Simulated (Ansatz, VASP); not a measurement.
SiO2: VASP beside Ansatz

```
Si O
1.0
     4.19450    0.00000    0.00000
     0.00000    4.19450    0.00000
     0.00000    0.00000    2.67824
Si O
2 4
Direct
  0.50000 0.50000 0.50000
  0.00000 0.00000 0.00000
  0.69395 0.69395 0.00000
  0.19395 0.80605 0.50000
  0.30605 0.30605 0.00000
  0.80605 0.19395 0.50000
```

Alike in both runs: functional PBEsol; k mesh 6 × 6 × 8; occupations gaussian, width 0.02 eV; no spin polarisation.

Ansatz relaxed the structure, and its values are those at the end. VASP's run is a single point on that final structure, the one shown.

|  | VASP | Ansatz |
| --- | --- | --- |
| version | VASP 6.6.1 | Ansatz 0.2.0 |
| potentials or method | VASP PAW PBE potentials, release 64 (Si, O), cutoff 600 eV | scalar-relativistic, plane waves, PAW |
| valence electrons in the cell | 32 | 32 |

|  | VASP | Ansatz | Ansatz less VASP |
| --- | --- | --- | --- |
| gap on the k mesh at the Fermi level (eV) | 5.36 | 5.36 | -0.001 |
| least direct gap on the mesh (eV) | 5.36 | 5.36 | -0.001 |
| pressure (GPa) | 0.4 | 0.0 | -0.37 |
| rms of the force components (eV/Å) | 0.016 | 0.000 | -0.0162 |

VASP's potentials were made for PBE, not for PBEsol, and Ansatz warns of the same on its side.
